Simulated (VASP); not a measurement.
# Sb (Fm-3m) in VASP: notebook

The runs below take Sb through single point, with r2SCAN.

Program: VASP 6.6.1. These are calculated values, not measurements. Logs are shortened: lines on timing, memory, paths and dates and some standing lists are left out, and cuts for length are marked.

## Step 1: The cell of the first run

Symmetry: Fm-3m, No. 225, cubic system. Conventional cell: a = 4.762 Å, b = 4.762 Å, c = 4.762 Å, α = 90.00°, β = 90.00°, γ = 90.00°. Within 4.4 Å of Sb (site symmetry m-3m) lie 12 Sb at 3.37 Å.

## Step 2: Single point, r2SCAN

Input file POSCAR:

```
Sb
1.0
    0.0000000000      2.3808007647      2.3808007647
    2.3808007647      0.0000000000      2.3808007647
    2.3808007647      2.3808007647      0.0000000000
Sb
1
Direct
    0.0000000000      0.0000000000      0.0000000000
```

Input file INCAR.step1:

```
ALGO = Normal
EDIFF = 1E-4
ENCUT = 520
GGA = PE
ISMEAR = -1
LASPH = T
LCHARG = F
LREAL = F
LWAVE = T
NBANDS = 8
NELM = 100
PREC = Accurate
SIGMA = 0.1
```

Input file INCAR.step2:

```
ALGO = Normal
EDIFF = 1E-6
ENCUT = 520
ISIF = 2
ISMEAR = -1
ISTART = 1
LASPH = T
LCHARG = F
LMIXTAU = T
LREAL = F
LWAVE = F
METAGGA = R2SCAN
NBANDS = 8
NELM = 100
PREC = Accurate
SIGMA = 0.1
```

Input file KPOINTS:

```
k-points
0
Gamma
  8 8 8
```

Potentials or basis: VASP PAW PBE potentials, release 64 (Sb).

On the command line:

```
> cat potpaw_PBE.64/Sb/POTCAR > POTCAR
> cp INCAR.step1 INCAR
> mpirun -np 1 vasp_std > vasp.out
> cp INCAR.step2 INCAR
> mpirun -np 1 vasp_std > vasp.out
```

OUTCAR:

```text
EDIFF = 1E-6
   ENCUT = 520
   ISIF = 2
   ISMEAR = -1
   ISTART = 1
   LASPH = T
   LREAL = F
   METAGGA = R2SCAN
   NELM = 100
   PREC = Accurate

 ion  position               nearest neighbor table
   1  0.000  0.000  0.000-

  LATTYP: Found a face centered cubic cell.
 ALAT       =     4.7616015294

  Lattice vectors:

 A1 = (   0.0000000000,   2.3808007647,   2.3808007647)
 A2 = (   2.3808007647,   0.0000000000,   2.3808007647)
 A3 = (   2.3808007647,   2.3808007647,   0.0000000000)

Analysis of symmetry for initial positions (statically):
=====================================================================
 Subroutine PRICEL returns:
 Original cell was already a primitive cell.

 Routine SETGRP: Setting up the symmetry group for a
 face centered cubic supercell.

 Subroutine GETGRP returns: Found 48 space group operations
 (whereof 48 operations were pure point group operations)
 out of a pool of 48 trial point group operations.

The static configuration has the point symmetry O_h .

Analysis of symmetry for dynamics (positions and initial velocities):
=====================================================================
 Subroutine PRICEL returns:
 Original cell was already a primitive cell.

 Routine SETGRP: Setting up the symmetry group for a
 face centered cubic supercell.

 Subroutine GETGRP returns: Found 48 space group operations
 (whereof 48 operations were pure point group operations)
 out of a pool of 48 trial point group operations.

The dynamic configuration has the point symmetry O_h .

 Subroutine INISYM returns: Found 48 space group operations
 (whereof 48 operations are pure point group operations),
 and found     1 'primitive' translations

----------------------------------------------------------------------------------------

                                     Primitive cell

  volume of cell :      26.9898

  direct lattice vectors                    reciprocal lattice vectors
     0.000000000  2.380800765  2.380800765    -0.210013373  0.210013373  0.210013373
     2.380800765  0.000000000  2.380800765     0.210013373 -0.210013373  0.210013373
     2.380800765  2.380800765  0.000000000     0.210013373  0.210013373 -0.210013373

  length of vectors
     3.366960731  3.366960731  3.366960731     0.363753833  0.363753833  0.363753833

  position of ions in fractional coordinates (direct lattice)
     0.000000000  0.000000000  0.000000000

  ion indices of the primitive-cell ions
   primitive index   ion index
                 1           1

----------------------------------------------------------------------------------------

 KPOINTS: k-points

Automatic generation of k-mesh.
 Grid dimensions read from file:
 generate k-points for:    8    8    8

 Generating k-lattice:

  Cartesian coordinates                     Fractional coordinates (reciprocal lattice)
    -0.026251672  0.026251672  0.026251672     0.125000000  0.000000000  0.000000000
     0.026251672 -0.026251672  0.026251672     0.000000000  0.125000000  0.000000000
     0.026251672  0.026251672 -0.026251672     0.000000000  0.000000000  0.125000000

  Length of vectors
     0.045469229  0.045469229  0.045469229

  Shift w.r.t. Gamma in fractional coordinates (k-lattice)
     0.000000000  0.000000000  0.000000000

 Subroutine IBZKPT returns following result:
 ===========================================

 Found     29 irreducible k-points:

 Following reciprocal coordinates:
            Coordinates               Weight
  0.000000  0.000000  0.000000      1.000000
  0.125000  0.000000  0.000000      8.000000
  0.250000  0.000000  0.000000      8.000000
  0.375000  0.000000  0.000000      8.000000
  0.500000  0.000000  0.000000      4.000000
  0.125000  0.125000  0.000000      6.000000
[... 16 lines left out ...]
  0.500000  0.250000  0.125000     48.000000
 -0.375000  0.250000  0.125000     24.000000
 [... further k-points ...]
   k-points           NKPTS =     29   k-points in BZ     NKDIM =     29   number of bands    NBANDS=      8
   number of dos      NEDOS =    301   number of ions     NIONS =      1
   total plane-waves  NPLWV =  21952
   dimension x,y,z NGX =    28 NGY =   28 NGZ =   28
   dimension x,y,z NGXF=    56 NGYF=   56 NGZF=   56
   ions per type =               1
   NGX,Y,Z   is equivalent  to a cutoff of  13.83, 13.83, 13.83 a.u.
   NGXF,Y,Z  is equivalent  to a cutoff of  27.65, 27.65, 27.65 a.u.
 SYSTEM =  unknown system
   PREC   = accura    normal or accurate (medium, high low for compatibility)
   ISTART =      1    job   : 0-new  1-cont  2-samecut
   ICHARG =      0    charge: 1-file 2-atom 10-const
   ISPIN  =      1    spin polarized calculation?
   LNONCOLLINEAR =      F non collinear calculations
   LSORBIT =      F    spin-orbit coupling
   LASPH  =      T    aspherical Exc in radial PAW
   ENCUT  =  520.0 eV  38.22 Ry    6.18 a.u.   6.26  6.26  6.26*2*pi/ulx,y,z
   NELM   =    100;   NELMIN=  2; NELMDL=  0     # of ELM steps
   EDIFF  = 0.1E-05   stopping-criterion for ELM
   LREAL  =      F    real-space projection
   EDIFFG = 0.1E-04   stopping-criterion for IOM
   NSW    =      0    number of steps for IOM
   IBRION =     -1    ionic relax: 0-MD 1-quasi-New 2-CG
   NFREE  =      0    steps in history (QN), initial steepest desc. (CG)
   ISIF   =      2    stress and relaxation
   ISYM   =      2    0-nonsym 1-usesym 2-fastsym
   POTIM  = 0.5000    time-step for ionic-motion
   TEBEG  =    0.0;   TEEND  =   0.0 temperature during run
   PSTRESS=    0.0 pullay stress
   NELECT =       5.0000    total number of electrons
   NUPDOWN=      -1.0000    fix difference up-down
   EMIN   =  10.00;   EMAX   =-10.00  energy-range for DOS
   EFERMI =   0.00;   METHOD = LEGACY
   ISMEAR =    -1;   SIGMA  =   0.10  broadening in eV -4-tet -1-fermi 0-gaus
   EFERMI_NEDOS =   21; number of points for ismear=-14 and -15
   IALGO  =     38    algorithm
   IMIX   =      4    mixing-type and parameters
     AMIX     =   0.40;   BMIX     =  1.00
     AMIX_MAG =   1.60;   BMIX_MAG =  1.00
  volume/ion in A,a.u.               =      26.99       182.14
  Fermi-wavevector in a.u.,A,eV,Ry     =   0.933251  1.763589 11.850094  0.870957
  Thomas-Fermi vector in A             =   2.059933
   LORBIT       =      0    0 simple, 1 ext, 2 COOP (PROOUT), +10 PAW based schemes
   METAGGA = R2SCAN    functional components
   LHFCALC =     F    Hartree Fock is set to
   AEXX    =    0.0000 exact exchange contribution
   IVDW    =     0    specifies the selected vdW correction
   LEPSILON=     F    determine dielectric tensor
   LRPA    =     F    only Hartree local field effects (RPA)
 non-spin polarized calculation
  energy-cutoff  :      520.00
  volume of cell :       26.99
 maximum number of plane-waves:       740
 NGX is ok and might be reduce to    28
   NGX = 13   NGY = 13   NGZ = 13

 number of electron       5.0000000 magnetization

 Free energy of the ion-electron system (eV)
  ---------------------------------------------------
  ext. energy  EPLUGINS =         0.00000000
  ---------------------------------------------------
  free energy    TOTEN  =       -25.23649923 eV

  energy without entropy =      -25.21130425  energy(sigma->0) =      -25.22390174

 E-fermi :   8.3392     XC(G=0): -10.8145

 val. band max:        8.1655798983   @ k =   0.5000   0.2500   0.1250
 cond. band min:       8.3579679572   @ k =  -0.3750   0.3750   0.1250
 fundamental gap:      0.1923880589
 Fermi energy:         8.3391678837

 k-point     1 :       0.0000    0.0000    0.0000
  band No.  band energies     occupation
      1      -5.1191      2.00000
      2      14.0587      0.00000
      3      14.0587      0.00000
      4      14.0587      0.00000
      5      18.8563      0.00000
      6      18.8563      0.00000
      7      18.8563      0.00000
      8      19.4382      0.00000

 k-point     2 :       0.1250    0.0000    0.0000
  band No.  band energies     occupation
      1      -4.7921      2.00000
      2      11.5468      0.00000
      3      13.6590      0.00000
      4      13.6590      0.00000
      5      17.7636      0.00000
      6      19.4771      0.00000
      7      19.4771      0.00000
      8      21.8833      0.00000

 k-point     3 :       0.2500    0.0000    0.0000
  band No.  band energies     occupation
      1      -3.8248      2.00000
      2       7.6312      1.99832
      3      12.9529      0.00000
      4      12.9529      0.00000
      5      17.2534      0.00000
      6      19.3263      0.00000
      7      19.3263      0.00000
      8      20.9792      0.00000

 k-point     4 :       0.3750    0.0000    0.0000
  band No.  band energies     occupation
      1      -2.3131      2.00000
      2       4.1744      2.00000
      3      12.4291      0.00000
      4      12.4291      0.00000
      5      17.1319      0.00000
      6      18.3601      0.00000
      7      18.3601      0.00000
      8      19.5331      0.00000

 k-point     5 :       0.5000    0.0000    0.0000
  band No.  band energies     occupation
      1      -1.1101      2.00000
      2       2.3054      2.00000
      3      12.2436      0.00000
      4      12.2436      0.00000
      5      17.1879      0.00000
      6      17.9956      0.00000
      7      17.9956      0.00000
      8      18.9425      0.00000

 k-point     6 :       0.1250    0.1250    0.0000
  band No.  band energies     occupation
      1      -4.6827      2.00000
      2      12.5374      0.00000
      3      12.6314      0.00000
      4      12.6314      0.00000
      5      16.5563      0.00000
      6      19.4275      0.00000
      7      20.6805      0.00000
      8      20.6805      0.00000

 k-point     7 :       0.2500    0.1250    0.0000
  band No.  band energies     occupation
      1      -3.9267      2.00000
      2       9.0522      0.00160
      3      11.7326      0.00000
      4      12.2836      0.00000
      5      16.5411      0.00000
      6      18.1258      0.00000
      7      20.7845      0.00000
      8      21.3929      0.00000

 k-point     8 :       0.3750    0.1250    0.0000
  band No.  band energies     occupation
      1      -2.5781      2.00000
      2       5.4687      2.00000
      3      11.2560      0.00000
      4      11.3012      0.00000
      5      16.0743      0.00000
      6      19.1229      0.00000
      7      20.2349      0.00000
      8      21.2558      0.00000

 k-point     9 :       0.5000    0.1250    0.0000
  band No.  band energies     occupation
      1      -1.0424      2.00000
      2       2.8638      2.00000
      3      10.3637      0.00000
      4      11.4321      0.00000
      5      15.9939      0.00000
      6      19.1388      0.00000
      7      19.2624      0.00000
      8      21.8202      0.00000

 k-point    10 :      -0.3750    0.1250    0.0000
  band No.  band energies     occupation
      1      -1.4978      2.00000
      2       3.5428      2.00000
      3       9.9055      0.00000
      4      12.0992      0.00000
      5      16.6131      0.00000
      6      18.8087      0.00000
      7      18.8378      0.00000
      8      22.2836      0.00000
[... 78 lines left out ...]
 k-point    18 :       0.3750    0.3750    0.0000
  band No.  band energies     occupation
      1      -1.2984      2.00000
      2       5.7692      2.00000
      3       9.2716      0.00018
      4       9.2716      0.00018
      5      13.6447      0.00000
      6      13.7014      0.00000
      7      25.7052      0.00000
      8      26.1005      0.00000

 k-point    19 :       0.5000    0.3750    0.0000
  band No.  band energies     occupation
      1       0.0368      2.00000
      2       4.2016      2.00000
      3       7.4098      1.99982
      4       9.1393      0.00067
      5      13.4871      0.00000
      6      15.3728      0.00000
      7      24.9332      0.00000
      8      25.9628      0.00000

 k-point    20 :      -0.3750    0.3750    0.0000
  band No.  band energies     occupation
      1       0.6297      2.00000
      2       4.1354      2.00000
      3       5.2935      2.00000
      4       9.6753      0.00000
      5      13.9174      0.00000
      6      18.8552      0.00000
      7      23.9665      0.00000
      8      24.4336      0.00000

 k-point    21 :       0.5000    0.5000    0.0000
  band No.  band energies     occupation
      1       0.6686      2.00000
      2       3.1839      2.00000
      3       8.8004      0.01965
      4       8.8004      0.01965
      5      13.1028      0.00000
      6      13.2829      0.00000
      7      26.7742      0.00000
      8      27.5040      0.00000

 k-point    22 :       0.3750    0.2500    0.1250
  band No.  band energies     occupation
      1      -2.9724      2.00000
      2       7.7173      1.99603
      3       8.9780      0.00336
      4      11.7267      0.00000
      5      17.0456      0.00000
      6      17.1262      0.00000
      7      20.3409      0.00000
      8      22.6378      0.00000

 k-point    23 :       0.5000    0.2500    0.1250
  band No.  band energies     occupation
      1      -1.4978      2.00000
      2       4.9158      2.00000
      3       8.1656      1.70033
      4      10.5447      0.00000
      5      16.6839      0.00000
      6      18.5656      0.00000
      7      20.2210      0.00000
      8      22.8950      0.00000

 k-point    24 :      -0.3750    0.2500    0.1250
  band No.  band energies     occupation
      1      -0.3608      2.00000
      2       3.1891      2.00000
      3       8.1010      1.83080
      4       9.9885      0.00000
      5      16.6063      0.00000
      6      18.3148      0.00000
      7      22.3439      0.00000
      8      23.0681      0.00000

 [... further k-points ...]
[... 5 lines left out ...]
  --------------------------------------------------------------------------------------
  -------------------------------------------------------------------------------------
  Total        0.1477139      0.1477139      0.1477139      0.0000000     -0.0000000     -0.0000000
  in kB        8.7686488      8.7686488      8.7686488      0.0000000     -0.0000000     -0.0000000
  external PRESSURE =       8.7686488 kB  Pullay stress =       0.0000000 kB

 VOLUME and BASIS-vectors are now :
 -----------------------------------------------------------------------------
  energy-cutoff  :      520.00
  volume of cell :       26.99
      direct lattice vectors                 reciprocal lattice vectors
     0.000000000  2.380800765  2.380800765    -0.210013373  0.210013373  0.210013373
     2.380800765  0.000000000  2.380800765     0.210013373 -0.210013373  0.210013373
     2.380800765  2.380800765  0.000000000     0.210013373  0.210013373 -0.210013373

 POSITION                                       TOTAL-FORCE (eV/Angst)
 -----------------------------------------------------------------------------------
      0.00000      0.00000      0.00000         0.000000     -0.000000      0.000000
 -----------------------------------------------------------------------------------
    total drift:                                0.000000      0.000000     -0.000000

  FREE ENERGIE OF THE ION-ELECTRON SYSTEM (eV)
  ---------------------------------------------------
  free  energy   TOTEN  =       -25.2364992339 eV

  energy  without entropy=      -25.2113042512  energy(sigma->0) =      -25.22390174
```

It took 49 s on 1 thread of Intel Xeon 8259CL, shared host; peak memory 0.16 GiB.

Results:

```
Free energy : -25.2365 eV
Pressure    : 0.9 GPa
```

Levels at points of the mesh, in eV from the Fermi level:
| k point | band 1 | band 2 | band 3 | band 4 | band 5 |
| --- | --- | --- | --- | --- | --- |
| (0.00, 0.00, 0.00) | -13.46 | 5.72 | 5.72 | 5.72 | 10.52 |
| (0.50, 0.00, 0.00) | -9.45 | -6.03 | 3.90 | 3.90 | 8.85 |
| (0.50, 0.50, 0.00) | -7.67 | -5.16 | 0.46 | 0.46 | 4.76 |

Caveat: the PAW data sets were made with another functional, which shifts forces and pressure a little; spin-orbit coupling is left out, which moves the levels of the heavy elements.

## Step 3: Single point, r2SCAN

This run uses another cell than the first one, of 27.40 Å³/atom, 1.015 times its volume.

Input file POSCAR:

```
Sb
1.0
    0.0000000000      2.3928252149      2.3928252149
    2.3928252149      0.0000000000      2.3928252149
    2.3928252149      2.3928252149      0.0000000000
Sb
1
Direct
    0.0000000000      0.0000000000      0.0000000000
```

Input file INCAR.step1:

```
SYSTEM = Sb
ALGO = Normal ; EDIFF = 1E-4
ENCUT = 520 ; GGA = PE
ISMEAR = -1 ; LASPH = .True.
LCHARG = .False. ; LREAL = .False.
LWAVE = .True. ; NBANDS = 8
NELM = 60 ; PREC = Accurate
SIGMA = 0.1
```

Input file INCAR.step2:

```
SYSTEM = Sb
ALGO = Normal ; EDIFF = 1E-7
ENCUT = 520 ; ISIF = 2
ISMEAR = -1 ; ISTART = 1
LASPH = .True. ; LCHARG = .False.
LMIXTAU = .True. ; LREAL = .False.
LWAVE = .False. ; METAGGA = R2SCAN
NBANDS = 8 ; NELM = 60
PREC = Accurate ; SIGMA = 0.1
```

Input file KPOINTS:

```
k-points
0
Gamma
  8 8 8
  0 0 0
```

Potentials or basis: VASP PAW PBE potentials, release 64 (Sb).

On the command line:

```
> cat potpaw_PBE.64/Sb/POTCAR > POTCAR
> cp INCAR.step1 INCAR
> mpirun -np 1 vasp_std > vasp.out
> cp INCAR.step2 INCAR
> mpirun -np 1 vasp_std > vasp.out
```

Run time: 55 s. Hardware: 1 thread of Intel Xeon 8259CL, shared host; peak memory 0.16 GiB.

Results (log left out):

- Free energy: -25.2375 eV
- Pressure: -0.1 GPa

Levels at points of the mesh, in eV from the Fermi level:
```tsv
k point	band 1	band 2	band 3	band 4	band 5
(0.00, 0.00, 0.00)	-13.34	5.59	5.59	5.59	10.46
(0.50, 0.00, 0.00)	-9.42	-5.94	3.82	3.82	8.74
(0.50, 0.50, 0.00)	-7.69	-5.08	0.45	0.45	4.75
```

Caveat: the PAW data sets were made with another functional, which shifts forces and pressure a little; spin-orbit coupling is left out, which moves the levels of the heavy elements.

## Step 4: Single point, r2SCAN

This run uses another cell than the first one, of 27.81 Å³/atom, 1.030 times its volume.

Input file POSCAR:

```
Sb
1.0
    0.0000000000      2.4047300140      2.4047300140
    2.4047300140      0.0000000000      2.4047300140
    2.4047300140      2.4047300140      0.0000000000
Sb
1
Direct
    0.0000000000      0.0000000000      0.0000000000
```

Input file INCAR.step1:

```
SYSTEM = Sb
PREC = Accurate
ENCUT = 520
ISMEAR = -1
SIGMA = 0.1
LREAL = .False.
LASPH = .True.
NELM = 100
NBANDS = 8
GGA = PE
ALGO = Normal
EDIFF = 1E-4
LWAVE = .True.
LCHARG = .False.
```

Input file INCAR.step2:

```
SYSTEM = Sb
PREC = Accurate
ENCUT = 520
EDIFF = 1E-6
ISMEAR = -1
SIGMA = 0.1
LREAL = .False.
LASPH = .True.
NELM = 100
ALGO = Normal
ISIF = 2
LWAVE = .False.
LCHARG = .True.
METAGGA = R2SCAN
LMIXTAU = .True.
LELF = .True.
LVHAR = .True.
NBANDS = 8
ISTART = 1
```

Input file KPOINTS:

```
Automatic mesh
0
Gamma
  8 8 8
  0 0 0
```

On the command line:

```
> cat potpaw_PBE.64/Sb/POTCAR > POTCAR
> cp INCAR.step1 INCAR
> mpirun -np 1 vasp_std > vasp.out
> cp INCAR.step2 INCAR
> mpirun -np 1 vasp_std > vasp.out
```

It took 56 s on 1 thread of Intel Xeon 8259CL, shared host; peak memory 0.16 GiB.

Results (log left out):

| Property | Result |
| --- | --- |
| Free energy | -25.2360 eV |
| Pressure | -1.0 GPa |

Levels at points of the mesh, in eV from the Fermi level:
```
           k point  band 1  band 2  band 3  band 4  band 5
(0.00, 0.00, 0.00)  -13.23    5.47    5.47    5.47   10.41
(0.50, 0.00, 0.00)   -9.40   -5.85    3.74    3.74    8.64
(0.50, 0.50, 0.00)   -7.71   -5.00    0.44    0.44    4.73
```

Caveat: the PAW data sets were made with another functional, which shifts forces and pressure a little; spin-orbit coupling is left out, which moves the levels of the heavy elements.

## Step 5: Summary

```tsv
cell	gap on the mesh (eV)	pressure (GPa)
a = 3.367 Å, angles 60.0°, 1 atom	none	0.9
a = 3.384 Å, angles 60.0°, 1 atom	none	-0.1
a = 3.401 Å, angles 60.0°, 1 atom	none	-1.0
```

Alike in all rows: task single point; level r2SCAN; potentials or basis VASP PAW PBE potentials, release 64 (Sb); no spin polarisation; k mesh 8 × 8 × 8; cutoff (eV) 520; smearing fermi-dirac 0.1 eV.

Caveats: the PAW data sets were made with another functional, which shifts forces and pressure a little; spin-orbit coupling is left out, which moves the levels of the heavy elements.

Total energies depend on the potentials used, so only differences within one code and one set of settings carry meaning.
